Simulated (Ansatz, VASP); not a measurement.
ZnCu: VASP beside Ansatz

Contents of POSCAR:

```
ZnCu
1.0
    2.9475870139      0.0000000000      0.0000000000
    0.0000000000      2.9475870139      0.0000000000
    0.0000000000      0.0000000000      2.9475870139
Zn Cu
1 1
Direct
    0.5000000000      0.5000000000      0.5000000000
    0.0000000000      0.0000000000      0.0000000000
```

The input INCAR.step1:

```
SYSTEM = ZnCu
  ALGO = Normal
  EDIFF = 1E-4
  ENCUT = 520
  GGA = PE
  ISMEAR = 0
  LASPH = .True.
  LCHARG = .False.
  LREAL = .False.
  LWAVE = .True.
  NBANDS = 18
  NELM = 80
  PREC = Accurate
  SIGMA = 0.1
```

INCAR.step2

```
SYSTEM = ZnCu
  ALGO = Normal
  EDIFF = 1E-6
  ENCUT = 520
  ISIF = 2
  ISMEAR = 0
  ISTART = 1
  LASPH = .True.
  LCHARG = .False.
  LMIXTAU = .True.
  LREAL = .False.
  LWAVE = .False.
  METAGGA = R2SCAN
  NBANDS = 18
  NELM = 80
  PREC = Accurate
  SIGMA = 0.1
```

KPOINTS

```
k-points
0
Gamma
  14 14 14
  0 0 0
```

Input for Ansatz:

```yaml
crystal:
  lattice:
    - [2.9475870139, 0.0, 0.0]
    - [0.0, 2.9475870139, 0.0]
    - [0.0, 0.0, 2.9475870139]
  atoms:
    - { symbol: Zn, position: [0.5, 0.5, 0.5] }
    - { symbol: Cu, position: [0.0, 0.0, 0.0] }
basis:
  ecutwfc: 500
kpoints:
  mp_grid: { grid: [14, 14, 14] }
hamiltonian:
  xc: r2scan
scf:
  occupations: { method: gaussian, width: 0.1 }
output:
  forces: true
  stress: true
  eigenvalues: true
```

Alike in both runs: task single point; functional r2SCAN; k mesh 14 × 14 × 14; occupations gaussian, width 0.1 eV; no spin polarisation.

|  | VASP | Ansatz |
| --- | --- | --- |
| version | VASP 6.6.1 | Ansatz 0.2.0 |
| potentials or method | VASP PAW PBE potentials, release 64 (Zn, Cu), cutoff 520 eV | scalar-relativistic, plane waves, PAW |
| valence electrons in the cell | 23 | 31 |

```csv
,VASP,Ansatz,Ansatz less VASP
gap on the k mesh at the Fermi level (eV),none,none,-
pressure (GPa),-3.0,-3.7,-0.71
```

VASP's potentials were made for PBE, not for r2SCAN. A gap of «none» marks a metal or a gap that the smearing closes. With one functional, cell and mesh, what is left measures potentials, basis and numerics. VASP's potentials hold 23 valence electrons a cell and Ansatz's 31, so a difference there can come from the potentials and not from the codes.
